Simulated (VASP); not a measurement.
BeH:

```xyz
8
Lattice="2.3140 -2.6840 0.0000 2.3140 2.6840 0.0000 0.0000 0.0000 4.4759" Properties=species:S:1:pos:R:3 pbc="T T T"
Be    1.3984    0.0000    1.3463
Be    3.2295    0.0000    1.3463
Be    1.3984    0.0000    3.1297
Be    3.2295    0.0000    3.1297
H     2.8094   -1.7893    0.0000
H     1.8186   -1.7893    0.0000
H     1.8186    1.7893    0.0000
H     2.8094    1.7893    0.0000
```

The cell was generated, and may not be a known phase.

```yaml
Program: VASP 6.6.1
Task: relaxation of cell and atoms
Functional: PBE
Potentials_or_basis: VASP PAW PBE potentials, release 64 (Be, H)
Cutoff: 600 eV
k_mesh: 6 × 6 × 4
Occupations: gaussian, width 0.1 eV
Spin: no spin polarisation
```

At the start: pressure 11.7 GPa; volume 6.95 Å³/atom.

**Question.** How do energy, volume and symmetry change on relaxing?

**Answer.** Over 27 steps the energy falls by 751.6 meV/atom and the volume is 10.62 Å³/atom (+52.8 %); space group Cmmm (No. 65, to 0.1 Å) before, Pmmm (No. 47, to 0.1 Å).

The path:
| step | energy change (eV) | largest force (eV/Å) | pressure (GPa) | volume (Å³) |
| --- | --- | --- | --- | --- |
| 1 | 0.0000 | 4.2127 | 11.71 | 55.60 |
| 2 | -1.9802 | 0.6317 | -1.39 | 59.76 |
| 3 | -2.0391 | 0.4400 | -2.37 | 60.93 |
| 4 | -2.0406 | 0.4393 | -2.30 | 60.78 |
| 5 | -2.2941 | 0.3949 | -0.99 | 60.06 |
| 6 | -2.6588 | 0.8592 | 8.66 | 57.39 |
| 7 | -2.6918 | 0.4185 | 3.62 | 58.49 |
| 8 | -2.7180 | 0.5338 | 5.53 | 58.02 |
| 9 | -2.8814 | 0.4172 | 3.64 | 60.71 |
| 10 | -2.8912 | 0.8607 | 3.11 | 61.91 |
| 11 | -3.0162 | 0.9176 | 2.26 | 63.69 |
| 12 | -3.4975 | 1.0068 | -0.09 | 69.11 |
| 13 | -4.5675 | 1.0547 | -2.55 | 80.33 |
| 14 | -5.2107 | 1.3375 | -4.43 | 104.36 |
| 15 | -5.3014 | 0.9258 | -4.06 | 96.65 |
| 16 | -5.5288 | 0.7251 | -4.52 | 101.12 |
| 17 | -5.5680 | 0.5940 | -4.73 | 102.98 |
| 18 | -5.7859 | 0.4061 | -2.88 | 97.37 |
| 19 | -5.8596 | 0.4177 | -0.73 | 92.34 |
| 20 | -5.9600 | 0.2618 | -0.54 | 89.44 |
| 21 | -5.9963 | 0.1792 | -0.16 | 86.76 |
| 22 | -5.9995 | 0.1998 | 0.08 | 86.56 |
| 23 | -6.0006 | 0.1007 | 0.00 | 86.62 |
| 24 | -6.0041 | 0.0353 | -0.30 | 86.54 |
| 25 | -6.0051 | 0.0528 | -0.59 | 86.47 |
| 26 | -6.0078 | 0.0435 | -0.53 | 86.09 |
| 27 | -6.0127 | 0.0365 | -0.31 | 84.97 |

Final structure:
```cif
data_structure
_symmetry_space_group_name_H-M 'P 1'
_symmetry_Int_Tables_number 1
_cell_length_a 5.0577
_cell_length_b 5.0577
_cell_length_c 3.9938
_cell_angle_alpha 90.000
_cell_angle_beta 90.000
_cell_angle_gamma 123.725
_cell_volume 84.97
loop_
_atom_site_label
_atom_site_type_symbol
_atom_site_fract_x
_atom_site_fract_y
_atom_site_fract_z
_atom_site_occupancy
Be1 Be 0.25078 0.25078 0.24160 1
Be2 Be 0.74922 0.74922 0.24160 1
Be3 Be 0.25078 0.25078 0.75840 1
Be4 Be 0.74922 0.74922 0.75840 1
H1 H 0.12764 0.37099 0.00000 1
H2 H 0.62901 0.87236 0.00000 1
H3 H 0.87236 0.62901 0.00000 1
H4 H 0.37099 0.12764 0.00000 1
```

Caveat: the volume moved by over 15 % at a fixed basis, so the end points are rough.
